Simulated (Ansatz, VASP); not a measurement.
## One calculation of Sb, two programs

INCAR

```
SYSTEM = Sb
PREC = Accurate
ENCUT = 520
EDIFF = 1E-7
ISMEAR = 0
SIGMA = 0.023
LREAL = .False.
LASPH = .True.
NELM = 80
ALGO = Normal
ISIF = 2
LWAVE = .False.
LCHARG = .False.
GGA = PE
NBANDS = 12
```

KPOINTS

```
regular mesh
0
Gamma
  8 8 8
  0 0 0
```

The input POSCAR:

```
Sb
1.0
    2.1542000000      1.2437279499      3.7580000000
   -2.1542000000      1.2437279499      3.7580000000
    0.0000000000     -2.4874558998      3.7580000000
Sb
2
Direct
    0.7665100000      0.7665100000      0.7665100000
    0.2334900000      0.2334900000      0.2334900000
```

File input.yaml:

```yaml
crystal:
  lattice:
    - [2.1542, 1.2437279499, 3.758]
    - [-2.1542, 1.2437279499, 3.758]
    - [0.0, -2.4874558998, 3.758]
  atoms:
    - { symbol: Sb, position: [0.76651, 0.76651, 0.76651] }
    - { symbol: Sb, position: [0.23349, 0.23349, 0.23349] }
kpoints:
  mp_grid: { grid: [8, 8, 8] }
scf:
  occupations: { method: gaussian, width: 0.023 }
hamiltonian:
  xc: pbe
  pseudopotentials: { kind: all_electron, lapw: { basis_error: 0.001 } }
output:
  forces: true
  stress: true
  eigenvalues: true
```

Alike in both runs: task single point; functional PBE; k mesh 8 × 8 × 8; occupations gaussian, width 0.023 eV; no spin polarisation.

|  | VASP | Ansatz |
| --- | --- | --- |
| version | VASP 6.6.1 | Ansatz 0.2.0 |
| potentials or method | VASP PAW PBE potentials, release 64 (Sb), cutoff 520 eV | all-electron LAPW, scalar-relativistic |

Ansatz gave:

| Property | Result |
| --- | --- |
| gap on the k mesh at the Fermi level (eV) | none |
| pressure (GPa) | 2.7 |
| traceless stress, the component that is largest in VASP (GPa) | -0.47 |
| rms of the force components (eV/Å) | 0.082 |

Problem. Estimate VASP's values.

Solution. gap on the k mesh at the Fermi level (eV): none; pressure (GPa): 2.8; traceless stress, the component that is largest in VASP (GPa): -0.50; rms of the force components (eV/Å): 0.107.

Atom by atom the forces differ by 0.025 eV/Å (rms over components). A gap of «none» marks a metal or a gap that the smearing closes. Ansatz ran all-electron here, and VASP with PAW potentials.

Neither program's run includes spin-orbit coupling.
